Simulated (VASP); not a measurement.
# Al4N5 in VASP: notebook, part 2 of 2

VASP 6.6.1.

## (4) Single point, PBE

Input file INCAR:

```
ALGO = Normal
DIPOL = 0.5 0.5 0.325
EDIFF = 1E-6
ENCUT = 520
GGA = PE
IDIPOL = 3
ISIF = 2
ISMEAR = 0
LASPH = True
LCHARG = False
LDIPOL = True
LREAL = Auto
LWAVE = False
NBANDS = 52
NELM = 60
PREC = Accurate
SIGMA = 0.05
```

Input file KPOINTS:

```
k-points
0
Gamma
  5 6 1
```

Input file POSCAR:

```
Al4N5
1.0
    6.2595366887      0.0000000000      0.0000000000
    0.0000000000      5.0173032419      0.0000000000
    0.0000000000      0.0000000000     20.1620320362
Al N
8 10
Direct
    0.0000000000      0.9982714950      0.1983927013
    0.5000000000      0.9982714950      0.1983927013
    0.2500000000      0.4982714950      0.2432039732
    0.7500000000      0.4982714950      0.2432039732
    0.2500000000      0.9915197249      0.3381855719
    0.7500000000      0.9915197249      0.3381855719
    0.0000000000      0.4624332456      0.3657061888
    0.5000000000      0.4624332456      0.3657061888
    0.0000000000      0.6167285050      0.1983927013
    0.5000000000      0.6167285050      0.1983927013
    0.2500000000      0.1167285050      0.2432039732
    0.7500000000      0.1167285050      0.2432039732
    0.2500000000      0.6143669383      0.3369672669
    0.7500000000      0.6143669383      0.3369672669
    0.0000000000      0.1112303967      0.3750629908
    0.5000000000      0.1112303967      0.3750629908
    0.1666666667      0.1112303967      0.6018020397
    0.1666666667      0.1112303967      0.6564698115
```

Potentials or basis: VASP PAW PBE potentials, release 64 (Al, N).

On the command line:

```bash
$ cat potpaw_PBE.64/Al/POTCAR potpaw_PBE.64/N/POTCAR > POTCAR
$ mpirun -np 1 vasp_std > vasp.out
```

OUTCAR:

```text
EDIFF = 1E-6
   ENCUT = 520
   GGA = PE
   ISIF = 2
   ISMEAR = 0
   LASPH = True
   LREAL = Auto
   NELM = 60
   PREC = Accurate

 ion  position               nearest neighbor table
   1  0.000  0.998  0.198-  11 1.90  12 1.90   9 1.91   4 3.09   3 3.09   3 3.09   4 3.09   2 3.13
                             2 3.13   5 3.22   6 3.22
   2  0.500  0.998  0.198-  11 1.90  12 1.90  10 1.91   4 3.09   3 3.09   3 3.09   4 3.09   1 3.13
                             1 3.13   5 3.22   6 3.22
   3  0.250  0.498  0.243-   9 1.90  10 1.90  11 1.91  13 1.98   7 2.93   8 2.93   1 3.09   2 3.09
                             1 3.09   2 3.09   5 3.13   4 3.13   4 3.13   5 3.18
   4  0.750  0.498  0.243-   9 1.90  10 1.90  12 1.91  14 1.98   7 2.93   8 2.93   1 3.09   2 3.09
                             1 3.09   2 3.09   6 3.13   3 3.13   3 3.13   6 3.18
   5  0.250  0.992  0.338-  15 1.83  16 1.83  13 1.89  11 2.02   7 2.89   8 2.89   3 3.13   6 3.13
                             6 3.13   8 3.13   7 3.13   3 3.18   2 3.22   1 3.22
   6  0.750  0.992  0.338-  15 1.83  16 1.83  14 1.89  12 2.02   7 2.89   8 2.89   4 3.13   5 3.13
                             5 3.13   8 3.13   7 3.13   4 3.18   2 3.22   1 3.22
   7  0.000  0.462  0.366-  15 1.77  14 1.83  13 1.83   6 2.89   5 2.89   4 2.93   3 2.93   8 3.13
                             8 3.13   6 3.13   5 3.13
   8  0.500  0.462  0.366-  16 1.77  14 1.83  13 1.83   6 2.89   5 2.89   4 2.93   3 2.93   7 3.13
[... 1067 lines left out ...]

  FORCE on cell =-STRESS in cart. coord.  units (eV):
  Direction    XX          YY          ZZ          XY          YZ          ZX
  --------------------------------------------------------------------------------------
  -------------------------------------------------------------------------------------
  Total        3.8839978     -4.4837370     -3.8841299      0.0000965      1.7070849      0.0027826
  in kB        9.8274925    -11.3449837     -9.8278266      0.0002441      4.3193546      0.0070406
  external PRESSURE =      -3.7817726 kB  Pullay stress =       0.0000000 kB

 VOLUME and BASIS-vectors are now :
 -----------------------------------------------------------------------------
  energy-cutoff  :      520.00
  volume of cell :      633.21
      direct lattice vectors                 reciprocal lattice vectors
     6.259536689  0.000000000  0.000000000     0.159756233  0.000000000  0.000000000
     0.000000000  5.017303242  0.000000000     0.000000000  0.199310257  0.000000000
     0.000000000  0.000000000 20.162032036     0.000000000  0.000000000  0.049598175

 POSITION                                       TOTAL-FORCE (eV/Angst)
 -----------------------------------------------------------------------------------
      0.00000      5.00863      4.00000        -0.000096     -1.628836      2.305978
      3.12977      5.00863      4.00000         0.000117     -1.628942      2.305031
      1.56488      2.49998      4.90349         0.000043      0.795626     -1.939794
      4.69465      2.49998      4.90349         0.000010      0.795068     -1.940898
      1.56488      4.97476      6.81851        -0.003585     -0.006273      0.015163
      4.69465      4.97476      6.81851         0.003614     -0.004908      0.009627
[... 10 lines left out ...]
      1.04326      0.55808     12.13355         0.001227      0.005480     -1.747105
      1.04326      0.55808     13.23577        -0.000552     -0.002344      1.748928
 -----------------------------------------------------------------------------------
    total drift:                                0.000188     -0.007198      0.012420

  FREE ENERGIE OF THE ION-ELECTRON SYSTEM (eV)
  ---------------------------------------------------
  free  energy   TOTEN  =      -126.6749009195 eV

  energy  without entropy=     -126.6749009195  energy(sigma->0) =     -126.67490092

 vacuum level on the upper side and lower side of the slab         3.180         3.063
```

stdout:

```text
POSCAR found type information on POSCAR AlN
 POSCAR found :  2 types and      18 ions
 scaLAPACK will be used
 LDA part: xc-table for (Slater+PW92), standard interpolation
 POSCAR, INCAR and KPOINTS ok, starting setup
 FFT: planning ... GRIDC
 FFT: planning ... GRID_SOFT
 FFT: planning ... GRID
 WAVECAR not read
 entering main loop
```

Wall time 19 min (1 thread of Oxide Virtual Turin-like, shared host); peak memory 0.72 GiB.

Results:

| Property | Result |
| --- | --- |
| Free energy | -126.6749 eV |
| Largest force | 2.823 eV/Å |
| Band gap on the k mesh | 1.38 eV (least direct gap 1.40 eV) |

Forces on the atoms (eV/Å):
```
Al   0.000 -1.629  2.306
Al   0.000 -1.629  2.305
Al   0.000  0.796 -1.940
Al   0.000  0.795 -1.941
Al  -0.004 -0.006  0.015
Al   0.004 -0.005  0.010
Al   0.003  0.022 -0.008
Al  -0.003  0.025 -0.013
N    0.000  0.716  0.774
N    0.000  0.716  0.774
N    0.000  0.115 -1.127
N   -0.001  0.115 -1.128
N    0.001 -0.014  0.010
N   -0.001 -0.013  0.013
N   -0.005 -0.003 -0.030
N    0.004 -0.003 -0.022
N    0.001  0.005 -1.747
N   -0.001 -0.002  1.749
```

Caveat: the standard files for N, O and F lose accuracy on very short bonds.

## (5) Single point, PBE

Input file INCAR:

```
PREC = Accurate
ENCUT = 520
EDIFF = 1E-6
ISMEAR = 0
SIGMA = 0.05
LREAL = Auto
LASPH = True
NELM = 60
ALGO = Normal
ISIF = 2
LWAVE = False
LCHARG = False
LDIPOL = True
IDIPOL = 3
DIPOL = 0.5 0.5 0.316
GGA = PE
NBANDS = 52
```

Input file KPOINTS:

```
Automatic mesh
0
Gamma
  5 6 1
```

POSCAR: that of step 4 with these lines changed.

```diff
@@ -24,3 +24,3 @@
     0.5000000000      0.1112303967      0.3750629908
-    0.1666666667      0.1112303967      0.6018020397
-    0.1666666667      0.1112303967      0.6564698115
+    0.1666666667      0.4445637300      0.5202368533
+    0.1666666667      0.4445637300      0.5749004382
```

On the command line:

```bash
$ cat potpaw_PBE.64/Al/POTCAR potpaw_PBE.64/N/POTCAR > POTCAR
$ mpirun -np 1 vasp_std > vasp.out
```

It took 24 min on 1 thread of Oxide Virtual Turin-like, shared host; peak memory 0.72 GiB.

The run converged. Its results:

```yaml
Free_energy: -126.7143 eV
Largest_force: 2.825 eV/Å
Band_gap_on_the_k_mesh: 1.41 eV (least direct gap 1.44 eV)
```

Forces in eV/Å, atoms in the order of the input:
```
Al   0.002 -1.629  2.308
Al  -0.002 -1.630  2.298
Al   0.003  0.805 -1.929
Al  -0.001  0.794 -1.954
Al  -0.037 -0.025 -0.013
Al   0.039 -0.009 -0.016
Al   0.067  0.025  0.056
Al  -0.038  0.044 -0.039
N   -0.003  0.715  0.773
N    0.003  0.715  0.775
N    0.004  0.117 -1.122
N   -0.005  0.117 -1.121
N    0.009 -0.023 -0.016
N   -0.008 -0.019  0.036
N   -0.038 -0.050 -0.049
N    0.010 -0.009  0.017
N   -0.004  0.118 -1.749
N   -0.001 -0.055  1.746
```

Levels at points of the mesh, in eV from the valence-band top:
```csv
k point,band 34,band 35,band 36,band 37,band 38,band 39,band 40,band 41
"(0.00, 0.00, 0.00)",-0.70,-0.24,-0.08,-0.02,1.41,2.62,2.80,3.02
"(0.00, 0.50, 0.00)",-0.46,-0.42,-0.26,0.00,1.89,2.63,2.68,3.01
```

Caveat: the standard files for N, O and F lose accuracy on very short bonds.

## (6) The runs side by side

| cell | gap on the mesh (eV) | largest force (eV/Å) |
| --- | --- | --- |
| as given, atomic positions A | 1.38 | 2.82 |
| as given, atomic positions B | 1.38 | 2.82 |
| as given, atomic positions C | 1.38 | 2.82 |
| as given, atomic positions D | 1.41 | 2.83 |

Alike in all rows: task single point; level PBE; potentials or basis VASP PAW PBE potentials, release 64 (Al, N); no spin polarisation; k mesh 5 × 6 × 1; cutoff (eV) 520; smearing gaussian 0.05 eV.

Caveats: the standard files for N, O and F lose accuracy on very short bonds.

Total energies depend on the potentials used, so only differences within one code and one set of settings carry meaning.
